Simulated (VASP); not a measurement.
# Te2Mo (P6_3/mmc) in VASP: single point with PBE+D3(BJ)

Aim: the single point of Te2Mo with PBE+D3(BJ).

Program: VASP 6.6.1. These are calculated values, not measurements. Logs are shortened: lines on timing, memory, paths and dates and some standing lists are left out, and cuts for length are marked.

## (1) The cell of the first run

The structure is hexagonal, space group P6_3/mmc (No. 194). The conventional cell has a = 3.520 Å, b = 3.520 Å, c = 13.970 Å, α = 90.00°, β = 90.00°, γ = 120.00°. Mo (site symmetry -6m2) has 6 Te at 2.72 Å and 6 Mo at 3.52 Å within 3.6 Å. Te (site symmetry 3m) has 3 Mo at 2.72 Å and 7 Te at 3.52 to 3.63 Å within 3.7 Å.

## (2) Single point, PBE+D3(BJ)

The input, INCAR:

```
PREC = Accurate
ENCUT = 520
EDIFF = 1E-6
ISMEAR = 0
SIGMA = 0.02
LREAL = F
LASPH = T
NELM = 100
ALGO = Normal
ISIF = 2
LWAVE = F
LCHARG = F
GGA = PE
IVDW = 12
NBANDS = 35
```

The input, KPOINTS:

```
regular mesh
0
Gamma
  12 12 4
```

The input, POSCAR:

```
Te2Mo
1.0
    3.5200000000      0.0000000000      0.0000000000
   -1.7600000000      3.0484094213      0.0000000000
    0.0000000000      0.0000000000     13.9700000000
Mo Te
2 4
Direct
    0.3333333333      0.6666666667      0.2500000000
    0.6666666667      0.3333333333      0.7500000000
    0.6666666667      0.3333333333      0.3798236293
    0.6666666667      0.3333333333      0.1201763707
    0.3333333333      0.6666666667      0.8798236293
    0.3333333333      0.6666666667      0.6201763707
```

Potentials or basis: VASP PAW PBE potentials, release 64 (Mo_sv, Te).

The run is started by

```
$ cat potpaw_PBE.64/Mo_sv/POTCAR potpaw_PBE.64/Te/POTCAR > POTCAR
$ mpirun -np 1 vasp_std > vasp.out
```

OUTCAR:

```text
PREC = Accurate
   ENCUT = 520
   EDIFF = 1E-6
   ISMEAR = 0
   LREAL = F
   LASPH = T
   NELM = 100
   ISIF = 2
   GGA = PE
   IVDW = 12
 IVDW          = 12

 ion  position               nearest neighbor table
   1  0.333  0.667  0.250-   3 2.72   4 2.72   3 2.72   4 2.72   3 2.72   4 2.72
   2  0.667  0.333  0.750-   5 2.72   6 2.72   5 2.72   6 2.72   5 2.72   6 2.72
   3  0.667  0.333  0.380-   1 2.72   1 2.72   1 2.72   4 3.63
   4  0.667  0.333  0.120-   1 2.72   1 2.72   1 2.72   3 3.63
   5  0.333  0.667  0.880-   2 2.72   2 2.72   2 2.72   6 3.63
   6  0.333  0.667  0.620-   2 2.72   2 2.72   2 2.72   5 3.63

  LATTYP: Found a hexagonal cell.
 ALAT       =     3.5200000000
 C/A-ratio  =     3.9687500000

  Lattice vectors:

 A1 = (   3.5200000000,   0.0000000000,   0.0000000000)
 A2 = (  -1.7600000000,   3.0484094213,   0.0000000000)
 A3 = (   0.0000000000,   0.0000000000,  13.9700000000)

Analysis of symmetry for initial positions (statically):
=====================================================================
 Subroutine PRICEL returns:
 Original cell was already a primitive cell.

 Routine SETGRP: Setting up the symmetry group for a
 hexagonal supercell.

 Subroutine GETGRP returns: Found 24 space group operations
 (whereof 12 operations were pure point group operations)
 out of a pool of 24 trial point group operations.

The static configuration has the point symmetry D_3d.
 The point group associated with its full space group is D_6h.

Analysis of symmetry for dynamics (positions and initial velocities):
=====================================================================
 Subroutine PRICEL returns:
 Original cell was already a primitive cell.

 Routine SETGRP: Setting up the symmetry group for a
 hexagonal supercell.

 Subroutine GETGRP returns: Found 24 space group operations
 (whereof 12 operations were pure point group operations)
 out of a pool of 24 trial point group operations.

The dynamic configuration has the point symmetry D_3d.
 The point group associated with its full space group is D_6h.

 Subroutine INISYM returns: Found 24 space group operations
 (whereof 12 operations are pure point group operations),
 and found     1 'primitive' translations

----------------------------------------------------------------------------------------

                                     Primitive cell

  volume of cell :     149.9037

  direct lattice vectors                    reciprocal lattice vectors
     3.520000000  0.000000000  0.000000000     0.284090909  0.164019963  0.000000000
    -1.760000000  3.048409421  0.000000000     0.000000000  0.328039926  0.000000000
     0.000000000  0.000000000 13.970000000     0.000000000  0.000000000  0.071581961

  length of vectors
     3.520000000  3.520000000 13.970000000     0.328039926  0.328039926  0.071581961

  position of ions in fractional coordinates (direct lattice)
     0.333333333  0.666666667  0.250000000
     0.666666667  0.333333333  0.750000000
     0.666666667  0.333333333  0.379823629
     0.666666667  0.333333333  0.120176371
     0.333333333  0.666666667  0.879823629
     0.333333333  0.666666667  0.620176371

  ion indices of the primitive-cell ions
   primitive index   ion index
                 1           1
                 2           2
                 3           3
                 4           4
                 5           5
                 6           6

----------------------------------------------------------------------------------------

 KPOINTS: regular mesh

Automatic generation of k-mesh.
 Grid dimensions read from file:
 generate k-points for:   12   12    4

 Generating k-lattice:

  Cartesian coordinates                     Fractional coordinates (reciprocal lattice)
     0.023674242  0.013668330  0.000000000     0.083333333  0.000000000  0.000000000
     0.000000000  0.027336660  0.000000000     0.000000000  0.083333333  0.000000000
     0.000000000  0.000000000  0.017895490     0.000000000  0.000000000  0.250000000

  Length of vectors
     0.027336660  0.027336660  0.017895490

  Shift w.r.t. Gamma in fractional coordinates (k-lattice)
     0.000000000  0.000000000  0.000000000

 Subroutine IBZKPT returns following result:
 ===========================================

 Found     57 irreducible k-points:

 Following reciprocal coordinates:
            Coordinates               Weight
  0.000000  0.000000  0.000000      1.000000
  0.083333 -0.000000  0.000000      6.000000
  0.166667 -0.000000  0.000000      6.000000
  0.250000 -0.000000  0.000000      6.000000
  0.333333 -0.000000  0.000000      6.000000
  0.416667 -0.000000  0.000000      6.000000
[... 16 lines left out ...]
  0.250000 -0.000000  0.250000     12.000000
  0.333333 -0.000000  0.250000     12.000000
 [... further k-points ...]
   k-points           NKPTS =     57   k-points in BZ     NKDIM =     57   number of bands    NBANDS=     35
   number of dos      NEDOS =    301   number of ions     NIONS =      6
   total plane-waves  NPLWV =  84672
   dimension x,y,z NGX =    28 NGY =   28 NGZ =  108
   dimension x,y,z NGXF=    56 NGYF=   56 NGZF=  216
   ions per type =               2   4
   NGX,Y,Z   is equivalent  to a cutoff of  13.22, 13.22, 12.85 a.u.
   NGXF,Y,Z  is equivalent  to a cutoff of  26.45, 26.45, 25.70 a.u.
 SYSTEM =  unknown system
   PREC   = accura    normal or accurate (medium, high low for compatibility)
   ISTART =      0    job   : 0-new  1-cont  2-samecut
   ICHARG =      2    charge: 1-file 2-atom 10-const
   ISPIN  =      1    spin polarized calculation?
   LNONCOLLINEAR =      F non collinear calculations
   LSORBIT =      F    spin-orbit coupling
   LASPH  =      T    aspherical Exc in radial PAW
   ENCUT  =  520.0 eV  38.22 Ry    6.18 a.u.   6.54  6.54 25.97*2*pi/ulx,y,z
   NELM   =    100;   NELMIN=  2; NELMDL= -5     # of ELM steps
   EDIFF  = 0.1E-05   stopping-criterion for ELM
   LREAL  =      F    real-space projection
   EDIFFG = 0.1E-04   stopping-criterion for IOM
   NSW    =      0    number of steps for IOM
   IBRION =     -1    ionic relax: 0-MD 1-quasi-New 2-CG
   NFREE  =      0    steps in history (QN), initial steepest desc. (CG)
   ISIF   =      2    stress and relaxation
   ISYM   =      2    0-nonsym 1-usesym 2-fastsym
   POTIM  = 0.5000    time-step for ionic-motion
   TEBEG  =    0.0;   TEEND  =   0.0 temperature during run
   PSTRESS=    0.0 pullay stress
   NELECT =      52.0000    total number of electrons
   NUPDOWN=      -1.0000    fix difference up-down
   EMIN   =  10.00;   EMAX   =-10.00  energy-range for DOS
   EFERMI =   0.00;   METHOD = LEGACY
   ISMEAR =     0;   SIGMA  =   0.02  broadening in eV -4-tet -1-fermi 0-gaus
   EFERMI_NEDOS =   21; number of points for ismear=-14 and -15
   IALGO  =     38    algorithm
   IMIX   =      4    mixing-type and parameters
     AMIX     =   0.40;   BMIX     =  1.00
     AMIX_MAG =   1.60;   BMIX_MAG =  1.00
  volume/ion in A,a.u.               =      24.98       168.60
  Fermi-wavevector in a.u.,A,eV,Ry     =   1.150284  2.173722 18.002600  1.323154
  Thomas-Fermi vector in A             =   2.286949
   LORBIT       =      0    0 simple, 1 ext, 2 COOP (PROOUT), +10 PAW based schemes
   GGA     = PE    functional components
   LHFCALC =     F    Hartree Fock is set to
   AEXX    =    0.0000 exact exchange contribution
   IVDW    =    12    specifies the selected vdW correction
   LEPSILON=     F    determine dielectric tensor
   LRPA    =     F    only Hartree local field effects (RPA)
 non-spin polarized calculation
 Gauss-broadening in eV      SIGMA  =   0.02
  energy-cutoff  :      520.00
  volume of cell :      149.90
 maximum number of plane-waves:      4096
 NGX is ok and might be reduce to    28
   NGX = 13   NGY = 13   NGZ = 51

 number of electron      51.9999997 magnetization

 Free energy of the ion-electron system (eV)
  ---------------------------------------------------
  ext. energy  EPLUGINS =         0.00000000
  ---------------------------------------------------
  free energy    TOTEN  =       -35.99398073 eV

  energy without entropy =      -35.99398073  energy(sigma->0) =      -35.99398073

 E-fermi :   8.4129     XC(G=0): -10.4496

 val. band max:        8.1380771464   @ k =   0.0000   0.0000   0.0000
 cond. band min:       8.8835206861   @ k =   0.2500   0.1667   0.0000
 fundamental gap:      0.7454435396
 Fermi energy:         8.4128622113

 k-point     1 :       0.0000    0.0000    0.0000
  band No.  band energies     occupation
      1     -52.6787      2.00000
      2     -52.6787      2.00000
      3     -26.8429      2.00000
      4     -26.8429      2.00000
      5     -26.7175      2.00000
      6     -26.7175      2.00000
[... 27 lines left out ...]
     34      11.5072      0.00000
     35      13.8321      0.00000

 k-point     2 :       0.0833   -0.0000    0.0000
  band No.  band energies     occupation
      1     -52.6780      2.00000
      2     -52.6780      2.00000
      3     -26.8410      2.00000
      4     -26.8410      2.00000
      5     -26.7262      2.00000
      6     -26.7261      2.00000
[... 27 lines left out ...]
     34      11.3182      0.00000
     35      14.2730      0.00000

 k-point     3 :       0.1667   -0.0000    0.0000
  band No.  band energies     occupation
      1     -52.6763      2.00000
      2     -52.6763      2.00000
      3     -26.8358      2.00000
      4     -26.8358      2.00000
      5     -26.7498      2.00000
      6     -26.7498      2.00000
[... 27 lines left out ...]
     34      11.5201      0.00000
     35      14.5047      0.00000
[... 723 lines left out ...]
 k-point    23 :       0.2500   -0.0000    0.2500
  band No.  band energies     occupation
      1     -52.6739      2.00000
      2     -52.6739      2.00000
      3     -26.8287      2.00000
      4     -26.8287      2.00000
      5     -26.7819      2.00000
      6     -26.7819      2.00000
[... 27 lines left out ...]
     34      11.6786      0.00000
     35      14.2447      0.00000

 k-point    24 :       0.3333   -0.0000    0.2500
  band No.  band energies     occupation
      1     -52.6714      2.00000
      2     -52.6714      2.00000
      3     -26.8216      2.00000
      4     -26.8216      2.00000
      5     -26.8138      2.00000
      6     -26.8138      2.00000
[... 27 lines left out ...]
     34      11.7983      0.00000
     35      13.1522      0.00000

 [... further k-points ...]

------------------------ aborting loop because EDIFF is reached ----------------------------------------

 Edisp (eV)   -3.21669

 E8    (eV) :    -1.4831

  FORCE on cell =-STRESS in cart. coord.  units (eV):
  Direction    XX          YY          ZZ          XY          YZ          ZX
  --------------------------------------------------------------------------------------
  -------------------------------------------------------------------------------------
  Total      -1.21381    -1.21381    -1.10421    -0.00000     0.00000     0.00000
  in kB     -12.97330   -12.97330   -11.80185    -0.00000     0.00000     0.00000
  external pressure =      -12.58 kB  Pullay stress =        0.00 kB

 VOLUME and BASIS-vectors are now :
 -----------------------------------------------------------------------------
  energy-cutoff  :      520.00
  volume of cell :      149.90
      direct lattice vectors                 reciprocal lattice vectors
     3.520000000  0.000000000  0.000000000     0.284090909  0.164019963  0.000000000
    -1.760000000  3.048409421  0.000000000     0.000000000  0.328039926  0.000000000
     0.000000000  0.000000000 13.970000000     0.000000000  0.000000000  0.071581961

 POSITION                                       TOTAL-FORCE (eV/Angst)
 -----------------------------------------------------------------------------------
     -0.00000      2.03227      3.49250        -0.000000      0.000000      0.000000
      1.76000      1.01614     10.47750         0.000000      0.000000      0.000000
      1.76000      1.01614      5.30614         0.000000     -0.000000      0.012985
      1.76000      1.01614      1.67886         0.000000     -0.000000     -0.012985
     -0.00000      2.03227     12.29114         0.000000     -0.000000      0.012985
     -0.00000      2.03227      8.66386         0.000000     -0.000000     -0.012985
 -----------------------------------------------------------------------------------
    total drift:                               -0.000000      0.000000     -0.000000

  FREE ENERGIE OF THE ION-ELECTRON SYSTEM (eV)
  ---------------------------------------------------
  free  energy   TOTEN  =       -39.2106690011 eV

  energy  without entropy=      -39.2106690011  energy(sigma->0) =      -39.21066900
```

Wall time 10 min (1 thread of Intel Xeon 8259CL, shared host); peak memory 0.45 GiB.

Results:

```
Free energy                : -39.2107 eV
Pressure                   : -1.3 GPa
Largest force              : 0.013 eV/Å
Band gap on the k mesh     : 0.75 eV (least direct gap 1.05 eV)
Dispersion energy per atom : -0.536 eV
```

Forces on the atoms (eV/Å):
```
Mo   0.000  0.000  0.000
Mo   0.000  0.000  0.000
Te   0.000  0.000  0.013
Te   0.000  0.000 -0.013
Te   0.000  0.000  0.013
Te   0.000  0.000 -0.013
```

Stress tensor (GPa, compression positive):
```
-1.30  0.00  0.00
 0.00 -1.30  0.00
 0.00  0.00 -1.18
```

Caveat: spin-orbit coupling is left out, which moves the levels of the heavy elements. A k mesh can miss the band edges.
